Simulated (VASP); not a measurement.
Os, 1 atom in the cell. Symmetry: Im-3m, No. 229, cubic system. Conventional cell: a = 3.009 Å, b = 3.009 Å, c = 3.009 Å, α = 90.00°, β = 90.00°, γ = 90.00°. Within 3.4 Å of Os (site symmetry m-3m) lie 14 Os at 2.61 to 3.01 Å.  This cell differs from its parent crystal: volume scaled by 0.88.

- Program: VASP 6.6.1
- Task: single point
- Functional: BLYP
- Potentials or basis: VASP PAW PBE potentials, release 64 (Os_sv_GW)
- Cutoff: 500 eV
- k mesh: 16 × 16 × 16
- Occupations: fermi-dirac, width 0.1 eV
- Spin: no spin polarisation
- Dipole correction: no
- Second run: valence_matched
- Further INCAR settings: ALGO = Normal; EDIFF = 1e-06; NBANDS = 14

Potentials or basis: VASP PAW PBE potentials, release 64 (Os_sv_GW).

The run is started by

```console
$ cat potpaw_PBE.64/Os_sv_GW/POTCAR > POTCAR
$ mpirun -np 1 vasp_std > vasp.out
```

Hardware: 1 thread of AMD EPYC 7R43 64-Core Processor (Zen 3) (shared host).

Problem. Estimate the wall time of this run.

Solution. It took 28 s on 1 thread of AMD EPYC 7R43 64-Core Processor (Zen 3), with other jobs on the host, peak memory 0.11 GiB. Counts: scf iterations 12, k points 145.
